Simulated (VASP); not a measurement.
# Al in VASP: a series of runs

Runs on Al. Level: PBEsol. Tasks: relaxation of cell and atoms, single point.

Everything below comes from runs of VASP 6.6.1. Logs are shortened: lines on timing, memory, paths and dates and some standing lists are left out, and cuts for length are marked.

## Step 1: The cell of the first run

It takes space group Fm-3m (No. 225, cubic). Conventional cell: a = 4.053 Å, b = 4.053 Å, c = 4.053 Å, α = 90.00°, β = 90.00°, γ = 90.00°. Al (site symmetry m-3m) has 12 Al at 2.87 Å within 3.8 Å.

## Step 2: Relaxation of cell and atoms, PBEsol, target pressure -3 GPa, at which the enthalpy is minimised

File INCAR:

```
SYSTEM = Al
ALGO = Fast
EDIFF = 1E-6
EDIFFG = -0.008
ENCUT = 600
GGA = PS
IBRION = 2
ISIF = 3
ISMEAR = 0
LASPH = .True.
LCHARG = .False.
LREAL = .False.
LWAVE = .False.
NELM = 60
NSW = 70
PREC = Accurate
PSTRESS = -30.0
SIGMA = 0.1
```

File KPOINTS:

```
k-points
0
Gamma
  18 18 18
  0 0 0
```

File POSCAR:

```
Al
1.0
    0.0000000000      2.0266252428      2.0266252428
    2.0266252428      0.0000000000      2.0266252428
    2.0266252428      2.0266252428      0.0000000000
Al
1
Direct
    0.0000000000      0.0000000000      0.0000000000
```

Potentials or basis: VASP PAW PBE potentials, release 64 (Al).

Started as:

```bash
cat potpaw_PBE.64/Al/POTCAR > POTCAR
mpirun -np 1 vasp_std > vasp.out
```

OUTCAR:

```text
SYSTEM = Al
   EDIFF = 1E-6
   EDIFFG = -0.008
   ENCUT = 600
   GGA = PS
   IBRION = 2
   ISIF = 3
   ISMEAR = 0
   LASPH = .True.
   LREAL = .False.
   NELM = 60
   NSW = 70
   PREC = Accurate
   PSTRESS = -30.0

 ion  position               nearest neighbor table
   1  0.000  0.000  0.000-

  LATTYP: Found a face centered cubic cell.
 ALAT       =     4.0532504856

  Lattice vectors:

 A1 = (   0.0000000000,   2.0266252428,   2.0266252428)
 A2 = (   2.0266252428,   0.0000000000,   2.0266252428)
 A3 = (   2.0266252428,   2.0266252428,   0.0000000000)

Analysis of symmetry for initial positions (statically):
=====================================================================
 Subroutine PRICEL returns:
 Original cell was already a primitive cell.

 Routine SETGRP: Setting up the symmetry group for a
 face centered cubic supercell.

 Subroutine GETGRP returns: Found 48 space group operations
[... 9 lines left out ...]

 Routine SETGRP: Setting up the symmetry group for a
 face centered cubic supercell.

 Subroutine GETGRP returns: Found 48 space group operations
[... 11 lines left out ...]
                                     Primitive cell

  volume of cell :      16.6476

  direct lattice vectors                    reciprocal lattice vectors
     0.000000000  2.026625243  2.026625243    -0.246715569  0.246715569  0.246715569
     2.026625243  0.000000000  2.026625243     0.246715569 -0.246715569  0.246715569
     2.026625243  2.026625243  0.000000000     0.246715569  0.246715569 -0.246715569

  length of vectors
     2.866080904  2.866080904  2.866080904     0.427323901  0.427323901  0.427323901

  position of ions in fractional coordinates (direct lattice)
     0.000000000  0.000000000  0.000000000

  ion indices of the primitive-cell ions
   primitive index   ion index
                 1           1

----------------------------------------------------------------------------------------

 KPOINTS: k-points

Automatic generation of k-mesh.
 Grid dimensions read from file:
 generate k-points for:   18   18   18

 Generating k-lattice:

  Cartesian coordinates                     Fractional coordinates (reciprocal lattice)
    -0.013706421  0.013706421  0.013706421     0.055555556  0.000000000  0.000000000
     0.013706421 -0.013706421  0.013706421     0.000000000  0.055555556  0.000000000
     0.013706421  0.013706421 -0.013706421     0.000000000  0.000000000  0.055555556

  Length of vectors
     0.023740217  0.023740217  0.023740217

  Shift w.r.t. Gamma in fractional coordinates (k-lattice)
     0.000000000  0.000000000  0.000000000

 Subroutine IBZKPT returns following result:
 ===========================================

 Found    195 irreducible k-points:

 Following reciprocal coordinates:
            Coordinates               Weight
  0.000000  0.000000  0.000000      1.000000
  0.055556  0.000000  0.000000      8.000000
  0.111111  0.000000  0.000000      8.000000
  0.166667  0.000000  0.000000      8.000000
  0.222222  0.000000  0.000000      8.000000
  0.277778  0.000000  0.000000      8.000000
[... 16 lines left out ...]
 -0.277778  0.055556  0.000000     24.000000
 -0.222222  0.055556  0.000000     24.000000
 [... further k-points ...]
   k-points           NKPTS =    195   k-points in BZ     NKDIM =    195   number of bands    NBANDS=      5
   number of dos      NEDOS =    301   number of ions     NIONS =      1
   total plane-waves  NPLWV =  13824
   dimension x,y,z NGX =    24 NGY =   24 NGZ =   24
   dimension x,y,z NGXF=    48 NGYF=   48 NGZF=   48
   ions per type =               1
   NGX,Y,Z   is equivalent  to a cutoff of  13.92, 13.92, 13.92 a.u.
   NGXF,Y,Z  is equivalent  to a cutoff of  27.84, 27.84, 27.84 a.u.
 SYSTEM =  Al
   PREC   = accura    normal or accurate (medium, high low for compatibility)
   ISTART =      0    job   : 0-new  1-cont  2-samecut
   ICHARG =      2    charge: 1-file 2-atom 10-const
   ISPIN  =      1    spin polarized calculation?
   LNONCOLLINEAR =      F non collinear calculations
   LSORBIT =      F    spin-orbit coupling
   LASPH  =      T    aspherical Exc in radial PAW
   ENCUT  =  600.0 eV  44.10 Ry    6.64 a.u.   5.72  5.72  5.72*2*pi/ulx,y,z
   NELM   =     60;   NELMIN=  2; NELMDL= -5     # of ELM steps
   EDIFF  = 0.1E-05   stopping-criterion for ELM
   LREAL  =      F    real-space projection
   EDIFFG = -.8E-02   stopping-criterion for IOM
   NSW    =     70    number of steps for IOM
   IBRION =      2    ionic relax: 0-MD 1-quasi-New 2-CG
   NFREE  =      1    steps in history (QN), initial steepest desc. (CG)
   ISIF   =      3    stress and relaxation
   ISYM   =      2    0-nonsym 1-usesym 2-fastsym
   POTIM  = 0.5000    time-step for ionic-motion
   TEBEG  =    0.0;   TEEND  =   0.0 temperature during run
   PSTRESS=  -30.0 pullay stress
   NELECT =       3.0000    total number of electrons
   NUPDOWN=      -1.0000    fix difference up-down
   EMIN   =  10.00;   EMAX   =-10.00  energy-range for DOS
   EFERMI =   0.00;   METHOD = LEGACY
   ISMEAR =     0;   SIGMA  =   0.10  broadening in eV -4-tet -1-fermi 0-gaus
   EFERMI_NEDOS =   21; number of points for ismear=-14 and -15
   IALGO  =     68    algorithm
   IMIX   =      4    mixing-type and parameters
     AMIX     =   0.40;   BMIX     =  1.00
     AMIX_MAG =   1.60;   BMIX_MAG =  1.00
  volume/ion in A,a.u.               =      16.65       112.34
  Fermi-wavevector in a.u.,A,eV,Ry     =   0.924695  1.747420 11.633807  0.855061
  Thomas-Fermi vector in A             =   2.050469
   LORBIT       =      0    0 simple, 1 ext, 2 COOP (PROOUT), +10 PAW based schemes
   GGA     = PS    functional components
   LHFCALC =     F    Hartree Fock is set to
   AEXX    =    0.0000 exact exchange contribution
   IVDW    =     0    specifies the selected vdW correction
   LEPSILON=     F    determine dielectric tensor
   LRPA    =     F    only Hartree local field effects (RPA)
 conjugate gradient relaxation of ions
 non-spin polarized calculation
 RMM-DIIS sequential band-by-band and
 Gauss-broadening in eV      SIGMA  =   0.10
  energy-cutoff  :      600.00
  volume of cell :       16.65
 maximum number of plane-waves:       568
   NGX = 11   NGY = 11   NGZ = 11

--------------------------------------- Ionic step        1  -------------------------------------------

 number of electron       3.0000000 magnetization

 Free energy of the ion-electron system (eV)
  ---------------------------------------------------
  ext. energy  EPLUGINS =         0.00000000
  ---------------------------------------------------
  free energy    TOTEN  =        -4.08772576 eV

  energy without entropy =       -4.08487369  energy(sigma->0) =       -4.08629973

------------------------ aborting loop because EDIFF is reached ----------------------------------------

  FORCE on cell =-STRESS in cart. coord.  units (eV):
  Direction    XX          YY          ZZ          XY          YZ          ZX
  --------------------------------------------------------------------------------------
  -------------------------------------------------------------------------------------
  Total       -0.2179007     -0.2179007     -0.2179007      0.0000000      0.0000000     -0.0000000
  in kB      -20.9709894    -20.9709894    -20.9709894      0.0000000      0.0000000     -0.0000000
  external PRESSURE =       9.0290106 kB  Pullay stress =     -30.0000000 kB

 VOLUME and BASIS-vectors are now :
 -----------------------------------------------------------------------------
  energy-cutoff  :      600.00
  volume of cell :       16.65
      direct lattice vectors                 reciprocal lattice vectors
     0.000000000  2.026625243  2.026625243    -0.246715569  0.246715569  0.246715569
     2.026625243  0.000000000  2.026625243     0.246715569 -0.246715569  0.246715569
     2.026625243  2.026625243  0.000000000     0.246715569  0.246715569 -0.246715569

 POSITION                                       TOTAL-FORCE (eV/Angst)
 -----------------------------------------------------------------------------------
      0.00000      0.00000      0.00000         0.000000      0.000000      0.000000
 -----------------------------------------------------------------------------------
    total drift:                                0.000000     -0.000000     -0.000000

  FREE ENERGIE OF THE ION-ELECTRON SYSTEM (eV)
  ---------------------------------------------------
  free  energy   TOTEN  =        -4.0877257643 eV

  energy  without entropy=       -4.0848736921  energy(sigma->0) =       -4.08629973

  enthalpy is  TOTEN    =        -4.3994431400 eV   P V=       -0.3117173756

--------------------------------------- Ionic step        2  -------------------------------------------

 number of electron       3.0000000 magnetization

 Free energy of the ion-electron system (eV)
  ---------------------------------------------------
  ext. energy  EPLUGINS =         0.00000000
  ---------------------------------------------------
  free energy    TOTEN  =        -4.08407108 eV

  energy without entropy =       -4.08134585  energy(sigma->0) =       -4.08270846

 E-fermi :   7.7056     XC(G=0): -10.1753

 val. band max:        7.7051797203   @ k =  -0.3889   0.3889   0.1667
 cond. band min:       7.7109019963   @ k =  -0.2778   0.2778   0.0556
 fundamental gap:      0.0057222760
 Fermi energy:         7.7056106009

 k-point     1 :       0.0000    0.0000    0.0000
  band No.  band energies     occupation
      1      -3.2577      2.00000
      2      20.1905      0.00000
      3      20.1905      0.00000
      4      20.1905      0.00000
      5      21.5139      0.00000

 k-point     2 :       0.0556    0.0000    0.0000
  band No.  band energies     occupation
      1      -3.1750      2.00000
      2      18.6642      0.00000
      3      19.8571      0.00000
      4      19.8571      0.00000
      5      21.9747      0.00000

 k-point     3 :       0.1111    0.0000    0.0000
  band No.  band energies     occupation
      1      -2.9274      2.00000
      2      16.4700      0.00000
      3      19.3342      0.00000
      4      19.3342      0.00000
      5      22.2218      0.00000

 k-point     4 :       0.1667    0.0000    0.0000
  band No.  band energies     occupation
      1      -2.5156      2.00000
      2      14.2641      0.00000
      3      18.8865      0.00000
      4      18.8865      0.00000
      5      22.0739      0.00000

 k-point     5 :       0.2222    0.0000    0.0000
  band No.  band energies     occupation
      1      -1.9410      2.00000
      2      12.1332      0.00000
      3      18.5592      0.00000
      4      18.5592      0.00000
      5      21.9124      0.00000

 k-point     6 :       0.2778    0.0000    0.0000
  band No.  band energies     occupation
      1      -1.2057      2.00000
      2      10.1080      0.00000
      3      18.3639      0.00000
      4      18.3639      0.00000
      5      21.7659      0.00000
[... 113 lines left out ...]
 k-point    21 :      -0.3889    0.0556    0.0000
  band No.  band energies     occupation
      1       1.1925      2.00000
      2       5.9360      2.00000
      3      16.7962      0.00000
      4      18.7761      0.00000
      5      19.6692      0.00000

 k-point    22 :      -0.3333    0.0556    0.0000
  band No.  band energies     occupation
      1       0.0926      2.00000
      2       7.6634      1.44941
      3      16.6704      0.00000
      4      19.3764      0.00000
      5      19.6712      0.00000

 k-point    23 :      -0.2778    0.0556    0.0000
  band No.  band energies     occupation
      1      -0.8529      2.00000
      2       9.5222      0.00000
      3      16.6877      0.00000
      4      19.5000      0.00000
      5      20.4175      0.00000

 k-point    24 :      -0.2222    0.0556    0.0000
  band No.  band energies     occupation
      1      -1.6410      2.00000
      2      11.5029      0.00000
      3      16.8477      0.00000
      4      19.6523      0.00000
      5      21.3780      0.00000

 [... further k-points ...]
[... 5 lines left out ...]
  --------------------------------------------------------------------------------------
  -------------------------------------------------------------------------------------
  Total       -0.3208587     -0.3208587     -0.3208587      0.0000000      0.0000000     -0.0000000
  in kB      -30.4642576    -30.4642576    -30.4642576      0.0000000      0.0000000     -0.0000000
  external PRESSURE =      -0.4642576 kB  Pullay stress =     -30.0000000 kB

 VOLUME and BASIS-vectors are now :
 -----------------------------------------------------------------------------
  energy-cutoff  :      600.00
  volume of cell :       16.87
      direct lattice vectors                 reciprocal lattice vectors
     0.000000000  2.035797676  2.035797676    -0.245603974  0.245603974  0.245603974
     2.035797676  0.000000000  2.035797676     0.245603974 -0.245603974  0.245603974
     2.035797676  2.035797676 -0.000000000     0.245603974  0.245603974 -0.245603974

 POSITION                                       TOTAL-FORCE (eV/Angst)
 -----------------------------------------------------------------------------------
      0.00000      0.00000      0.00000         0.000000     -0.000000      0.000000
 -----------------------------------------------------------------------------------
    total drift:                                0.000000     -0.000000      0.000000

  FREE ENERGIE OF THE ION-ELECTRON SYSTEM (eV)
  ---------------------------------------------------
  free  energy   TOTEN  =        -4.0840710755 eV

  energy  without entropy=       -4.0813458465  energy(sigma->0) =       -4.08270846

  enthalpy is  TOTEN    =        -4.4000401010 eV   P V=       -0.3159690255

 reached required accuracy - stopping structural energy minimisation
```

Wall time 23 s (1 thread of Intel Xeon 8259CL, shared host); peak memory 0.15 GiB.

What came out:

```
Free energy                                            : -4.0841 eV
Relaxed volume                                         : 16.87 Å³/atom
Relaxed cell                                           : a = 2.879 Å, b = 2.879 Å, c = 2.879 Å, α = 60.00°, β = 60.00°, γ = 60.00°
Space group after relaxing (to 0.05 Å)                 : Fm-3m (No. 225)
Energy change on relaxing (the enthalpy is what falls) : +3.7 meV/atom
Ionic steps                                            : 2
Pressure after relaxing                                : -3.0 GPa
```

The path:
```csv
step,energy change (eV),largest force (eV/Å),pressure (GPa),volume (Å³)
1,0.0000,0.0000,-2.10,16.65
2,0.0037,0.0000,-3.05,16.87
```

Final structure:
```
Al
1.0
     0.00000    2.03580    2.03580
     2.03580    0.00000    2.03580
     2.03580    2.03580    0.00000
Al
1
Cartesian
  0.0000 0.0000 0.0000
```

Levels at points of the mesh, in eV from the Fermi level:
```csv
k point,band 1,band 2,band 3,band 4
"(0.00, 0.00, 0.00)",-10.96,12.48,12.48,12.48
"(0.50, 0.00, 0.00)",-4.49,-4.33,11.17,11.17
"(0.50, 0.50, 0.00)",-2.85,-1.59,5.26,5.50
```

Caveat: the cell is relaxed towards a set pressure, so the enthalpy falls and the energy may rise; the PAW data sets were made with another functional, which shifts forces and pressure a little.

## Step 3: Relaxation of cell and atoms, PBEsol, target pressure 30 GPa, at which the enthalpy is minimised

This run uses another cell than the first one, of 13.04 Å³/atom, 0.783 times its volume.

File INCAR:

```
PREC = Accurate ; ENCUT = 600
EDIFF = 1E-6 ; ISMEAR = 0
SIGMA = 0.1 ; LREAL = F
LASPH = T ; NELM = 100
ALGO = Fast ; ISIF = 3
LWAVE = F ; LCHARG = F
GGA = PS ; IBRION = 2
NSW = 70 ; EDIFFG = -0.008
PSTRESS = 300.0
```

File KPOINTS:

```
Automatic mesh
0
Gamma
  20 20 20
```

File POSCAR:

```
Al
1.0
    0.0000000000      1.8683137018      1.8683137018
    1.8683137018      0.0000000000      1.8683137018
    1.8683137018      1.8683137018      0.0000000000
Al
1
Direct
    0.0000000000      0.0000000000      0.0000000000
```

Potentials or basis: VASP PAW PBE potentials, release 64 (Al).

Started as:

```bash
cat potpaw_PBE.64/Al/POTCAR > POTCAR
mpirun -np 1 vasp_std > vasp.out
```

It took 37 s on 1 thread of Intel Xeon 8259CL, shared host; peak memory 0.15 GiB.

It converged, with:

```yaml
Free_energy: -3.8454 eV
Relaxed_volume: 12.96 Å³/atom
Relaxed_cell: a = 2.636 Å, b = 2.636 Å, c = 2.636 Å, α = 60.00°, β = 60.00°, γ = 60.00°
Space_group_after_relaxing_to_0.05_Å: Fm-3m (No. 225)
Energy_change_on_relaxing_the_enthalpy_is_what_falls: +16.1 meV/atom
Ionic_steps: 3
Pressure_after_relaxing: 30.0 GPa
```

Step by step:
```
step  energy change (eV)  largest force (eV/Å)  pressure (GPa)  volume (Å³)
   1              0.0000                0.0000           28.67        13.04
   2              0.0382                0.0000           31.81        12.84
   3              0.0161                0.0000           30.00        12.96
```

Final structure:
```
Al
1.0
     0.00000    1.86412    1.86412
     1.86412    0.00000    1.86412
     1.86412    1.86412    0.00000
Al
1
Direct
  0.00000 0.00000 0.00000
```

Levels at points of the mesh, in eV from the Fermi level:
| k point | band 1 | band 2 | band 3 | band 4 |
| --- | --- | --- | --- | --- |
| (0.00, 0.00, 0.00) | -12.90 | 14.02 | 14.02 | 14.02 |
| (0.50, 0.00, 0.00) | -5.59 | -4.74 | 12.61 | 12.61 |
| (0.50, 0.50, 0.00) | -3.50 | -1.77 | 5.28 | 6.86 |

Caveat: the cell is relaxed towards a set pressure, so the enthalpy falls and the energy may rise; the PAW data sets were made with another functional, which shifts forces and pressure a little.

## Step 4: Single point, PBEsol

This run uses another cell than the first one: it holds 6 atoms, not 1.

File INCAR:

```
PREC     = Accurate       # precision mode
ENCUT    = 500            # plane-wave cutoff, eV
EDIFF    = 1E-6           # SCF threshold, eV
ISMEAR   = 0              # smearing method
SIGMA    = 0.1            # smearing width, eV
LREAL    = False          # projectors in reciprocal space
LASPH    = True           # aspherical terms in the spheres
NELM     = 120            # most SCF steps
ALGO     = Normal         # electronic algorithm
ISIF     = 2              # what is computed and relaxed
LWAVE    = False          # write WAVECAR
LCHARG   = False          # write CHGCAR
GGA      = PS             # functional
NBANDS   = 18             # bands
GGA_COMPAT= False
```

File KPOINTS:

```
Automatic mesh
0
Gamma
  8 8 8
```

File POSCAR:

```
Al
1.0
    3.9819514200      1.9859855766     -1.9859855766
    1.9909757100      3.9856187140      1.9996331375
    4.0471410854     -2.0511752419      2.0511752419
Al
6
Direct
    0.5000000000      0.0000000000      0.5000000000
    0.8333333333      0.3333333333      0.5000000000
    0.0000000000      0.0000000000      0.0000000000
    0.3333333333      0.3333333333      0.0000000000
    0.6666666667      0.6666666667      0.0000000000
    0.1666666667      0.6666666667      0.5000000000
```

Started as:

```bash
cat potpaw_PBE.64/Al/POTCAR > POTCAR
mpirun -np 1 vasp_std > vasp.out
```

It took 1.7 min on 1 thread of AMD EPYC 9R45 (Zen 5), shared host; peak memory 0.28 GiB.

Results (log left out):

| Property | Result |
| --- | --- |
| Free energy | -24.5525 eV |
| Pressure | 0.1 GPa |
| Band gap on the k mesh | zero (band 9 reaches 10.74 eV, above the bottom of band 10 at 6.42 eV) |

Stress tensor (GPa, compression positive):
```
0.08 0.00 0.00
0.00 0.07 0.09
0.00 0.09 0.07
```

Levels at points of the mesh, in eV from the Fermi level:
| k point | band 5 | band 6 | band 7 | band 8 | band 9 | band 10 | band 11 | band 12 | band 13 | band 14 |
| --- | --- | --- | --- | --- | --- | --- | --- | --- | --- | --- |
| (0.00, 0.00, 0.00) | -3.30 | -2.76 | -2.76 | -2.37 | -2.37 | -1.12 | -1.12 | 0.42 | 0.42 | 2.95 |
| (0.50, 0.00, 0.00) | -4.76 | -4.76 | -0.86 | -0.86 | -0.61 | -0.61 | 2.90 | 2.90 | 3.50 | 3.50 |
| (0.00, 0.50, 0.00) | -3.00 | -2.92 | -2.92 | -2.75 | -2.75 | -1.65 | 3.10 | 3.10 | 3.87 | 3.87 |
| (0.00, 0.00, 0.50) | -3.11 | -3.11 | -1.78 | -1.78 | -1.78 | -1.78 | 1.45 | 1.45 | 1.45 | 1.45 |
| (0.50, 0.00, 0.50) | -4.68 | -4.37 | -3.00 | -1.64 | 1.58 | 1.58 | 3.12 | 3.12 | 3.18 | 3.18 |
| (0.00, 0.50, 0.50) | -5.05 | -5.05 | -0.80 | -0.80 | 2.54 | 2.54 | 2.54 | 2.54 | 3.47 | 3.47 |

Caveat: the PAW data sets were made with another functional, which shifts forces and pressure a little.

(Part 1 of 2 ends here.)
